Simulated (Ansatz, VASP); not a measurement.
CaO: VASP beside Ansatz

```xyz
2
Lattice="0.0000 2.3846 2.3846 2.3846 0.0000 2.3846 2.3846 2.3846 0.0000" Properties=species:S:1:pos:R:3 pbc="T T T"
Ca    2.3846    2.3846    2.3846
O     0.0000    0.0000    0.0000
```

Alike in both runs: task single point; functional LDA; k mesh 8 × 8 × 8; occupations gaussian, width 0.05 eV; no spin polarisation.

```csv
,VASP,Ansatz
version,VASP 6.6.1,Ansatz 0.2.0
potentials or method,"VASP PAW LDA potentials, release 64 (Ca_sv, O), cutoff 520 eV","scalar-relativistic, plane waves, PAW"
valence electrons in the cell,16,16
```

Ansatz gave:

```
gap on the k mesh at the Fermi level (eV) : 3.48
least direct gap on the mesh (eV)         : 3.85
pressure (GPa)                            : -4.6
```

Problem. Estimate VASP's values.

Solution. gap on the k mesh at the Fermi level (eV): 3.45; least direct gap on the mesh (eV): 3.82; pressure (GPa): -3.7.

LDA's correlation is that of Perdew and Zunger in VASP and of Perdew and Wang (1992) in Ansatz.
